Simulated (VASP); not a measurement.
Runs of VASP 6.6.1 on RbCl (rocksalt type). The structure is that of space group Fm-3m (No. 225), or close to it. The cells are those of the table. 

| cell | gap on the mesh (eV) | pressure (GPa) |
| --- | --- | --- |
| a = 4.205 Å, angles 60.0°, 2 atoms | 5.76 | 12.5 |
| a = 3.759 Å, angles 60.0°, 2 atoms | 3.70 | 55.7 |
| a = 4.736 Å, angles 60.0°, 2 atoms | 4.83 | 0.0 |
| a = 4.573 Å, angles 60.0°, 2 atoms | (a) | (c) |
| a = 3.995 Å, angles 60.0°, 2 atoms | 5.11 | (d) |
| a = 3.490 Å, angles 60.0°, 2 atoms | 1.12 | (b) |

Alike in all rows: task single point; level PBE; potentials or basis VASP PAW PBE potentials, release 64 (Rb_sv, Cl); no spin polarisation; k mesh 13 × 13 × 13; smearing fermi-dirac 0.1 eV.

Q: Estimate the missing entries.

A: (a) 5.17; (b) 125.7; (c) 2.0; (d) 26.2.

Caveats: an odd mesh through Γ misses points on the zone boundary, where band edges can lie; the cell stands under pressure (at least some runs).

A k mesh can miss the band edges, and the runs leave out spin-orbit coupling on Rb.
